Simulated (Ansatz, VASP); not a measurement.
# Br in VASP and in Ansatz

```
CELL_PARAMETERS angstrom
-1.44539 1.44539 3.61255
1.44539 -1.44539 3.61255
1.44539 1.44539 -3.61255
ATOMIC_POSITIONS crystal
Br 0.00000 0.00000 0.00000
```

Change from the starting cell: equal engineering shear yz, xz and xy +0.0000, equal normal strain along x, y and z +0.0167.

Alike in both runs: task single point; functional PBE; dispersion D3(BJ); k mesh 22 × 22 × 22; occupations gaussian, width 0.15 eV; no spin polarisation.

```csv
,VASP,Ansatz
version,VASP 6.6.1,Ansatz 0.2.0
potentials or method,"VASP PAW PBE potentials, release 64 (Br), cutoff 520 eV","scalar-relativistic, plane waves, PAW"
valence electrons in the cell,7,7
```

```tsv
	VASP	Ansatz	Ansatz less VASP
gap on the k mesh at the Fermi level (eV)	none	none	-
pressure (GPa)	-1.6	-1.6	-0.01
traceless stress, the component that is largest in VASP (GPa)	1.41	1.42	+0.006
```

A gap of «none» marks a metal or a gap that the smearing closes.
